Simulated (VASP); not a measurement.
Write the native input for VASP 6.6.1 that does the following.

* Task: single point
* Functional: LDA
* Potentials or basis: VASP PAW LDA potentials, release 64 (Pb_d)
* Cutoff: 520 eV
* k mesh: 9 × 9 × 9
* Occupations: fermi-dirac, width 0.05 eV
* Spin: no spin polarisation
* Dipole correction: no
* Further INCAR settings: ALGO = Normal; EDIFF = 1e-06; NBANDS = 13

The structure of Pb lies in POSCAR:

```
Pb
1.0
   -1.9529041306      1.9529041306      1.9529041306
    1.9529041306     -1.9529041306      1.9529041306
    1.9529041306      1.9529041306     -1.9529041306
Pb
1
Direct
    0.0000000000      0.0000000000      0.0000000000
```

This cell differs from its parent crystal: volume scaled by 0.96.

The input as run:

INCAR

```
SYSTEM = Pb
PREC = Accurate ; ENCUT = 520
EDIFF = 1E-6 ; ISMEAR = -1
SIGMA = 0.05 ; LREAL = .FALSE.
LASPH = .TRUE. ; NELM = 60
ALGO = Normal ; ISIF = 2
LWAVE = .FALSE. ; LCHARG = .FALSE.
GGA = CA ; NBANDS = 13
```

KPOINTS

```
regular mesh
0
G
  9 9 9
  0 0 0
```

Potentials or basis: VASP PAW LDA potentials, release 64 (Pb_d).

The run is started by

```bash
$ cat potpaw_LDA.64/Pb_d/POTCAR > POTCAR
$ mpirun -np 1 vasp_std > vasp.out
```

It gave:

| Item | Value |
| --- | --- |
| Pressure | -1.7 GPa |
| Band gap on the k mesh | zero (band 7 reaches 14.92 eV, above the bottom of band 8 at 5.10 eV) |

Caveat: spin-orbit coupling is left out, which moves the levels of the heavy elements.

It took 5.7 s on 1 thread of Intel(R) Xeon(R) Platinum 8488C (Sapphire Rapids), on a shared host, peak memory 0.14 GiB.
